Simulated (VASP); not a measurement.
A run of VASP 6.6.1:

The input INCAR:

```
SYSTEM = Al32Cu
PREC = Accurate
ENCUT = 520
EDIFF = 1E-6
ISMEAR = -1
SIGMA = 0.05
LREAL = Auto
LASPH = .True.
NELM = 60
ALGO = Normal
ISIF = 2
LWAVE = .False.
LCHARG = .False.
GGA = PS
NBANDS = 76
```

KPOINTS

```
regular mesh
0
Gamma
  2 2 2
  0 0 0
```

File POSCAR:

```
Al32Cu
1.0
    8.1000000000      0.0000000000      0.0000000000
    0.0000000000      8.1000000000      0.0000000000
    0.0000000000      0.0000000000      8.1000000000
Al Cu
32 1
Direct
    0.5110595062     -0.0156611111      0.0001517284
    0.7212139506      0.2832359259      0.0001322222
    0.7612640741     -0.0039116049      0.2373449383
    0.0024791358      0.1130102469      0.0001145679
    0.2873185185      0.2385318519      0.0001627160
    0.4564166667      0.5027749383      0.0001565432
    0.7151161728      0.6705261728      0.0000760494
    0.2531903704      0.0044775309      0.2563393827
    0.5042120988      0.2444008642      0.2577937037
    0.7449322222      0.4896366667      0.2787727160
    0.4999917284     -0.0028193827      0.5001420988
    0.7458085185      0.2316037037      0.5001253086
    0.7612646914     -0.0038980247      0.7629804938
    0.0148825926      0.4792386420      0.0001519753
    0.2407975309      0.7641840741      0.0001617284
    0.0027508642      0.2613753086      0.2805987654
    0.2486106173      0.4992135802      0.2574743210
    0.4962877778      0.7464364198      0.2539358025
    0.0059487654     -0.0034897531      0.5001722222
    0.2584038272      0.2515607407      0.5001520988
    0.4924623457      0.4978186420      0.5001401235
    0.7438754321      0.7559209877      0.5001554321
    0.2531919753      0.0044646914      0.7439734568
    0.5041891358      0.2443839506      0.7424871605
    0.7449176543      0.4895991358      0.7214788889
    0.0027475309      0.7437340741      0.2701146914
    0.0047192593      0.5069519753      0.5001279012
    0.2568469136      0.7515145679      0.5001548148
    0.0027509877      0.2614030864      0.7196823457
    0.2486153086      0.4992146914      0.7428137037
    0.4962617284      0.7464512346      0.7463490123
    0.0026985185      0.7436937037      0.7302316049
   -0.0610733333      0.8396780247      0.0001920988
```

Potentials or basis: VASP PAW PBE potentials, release 64 (Al, Cu).

The run is started by

```bash
$ cat potpaw_PBE.64/Al/POTCAR potpaw_PBE.64/Cu/POTCAR > POTCAR
$ mpirun -np 1 vasp_std > vasp.out
```

Hardware: 1 thread of Oxide Virtual Turin-like Processor, with other jobs on the host.

Question: Estimate the wall time of this run.

Answer: Run time: 7.8 min on 1 thread of Oxide Virtual Turin-like Processor, on a shared host, peak memory 0.55 GiB. Counts: scf iterations 18, k points 8.
